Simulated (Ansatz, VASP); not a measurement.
Si3Ge2: VASP beside Ansatz

```
Si Ge
1.0
     2.83038    0.00000    0.00000
    -1.41519    2.45118    0.00000
     0.00000    0.00000   23.84375
Si Ge
6 4
Direct
  0.66667 0.33333 0.80568
  0.66667 0.33333 0.19432
  0.33333 0.66667 0.71525
  0.33333 0.66667 0.89637
  0.33333 0.66667 0.10363
  0.33333 0.66667 0.28475
  0.66667 0.33333 0.00000
  0.66667 0.33333 0.38721
  0.66667 0.33333 0.61279
  0.33333 0.66667 0.50000
```

Alike in both runs: functional PBE; k mesh 18 × 18 × 2; occupations gaussian, width 0.1 eV; no spin polarisation.

Ansatz relaxed the structure, and its values are those at the end. VASP's run is a single point on that final structure, the one shown.

|  | VASP | Ansatz |
| --- | --- | --- |
| version | VASP 6.6.1 | Ansatz 0.2.0 |
| potentials or method | VASP PAW PBE potentials, release 64 (Si, Ge_d), cutoff 520 eV | scalar-relativistic, plane waves, PAW |
| valence electrons in the cell | 80 | 80 |

|  | VASP | Ansatz | Ansatz less VASP |
| --- | --- | --- | --- |
| gap on the k mesh at the Fermi level (eV) | none | none | - |
| pressure (GPa) | 0.0 | 0.0 | -0.03 |

A gap of «none» marks a metal or a gap that the smearing closes. With one functional, cell and mesh, what is left measures potentials, basis and numerics.
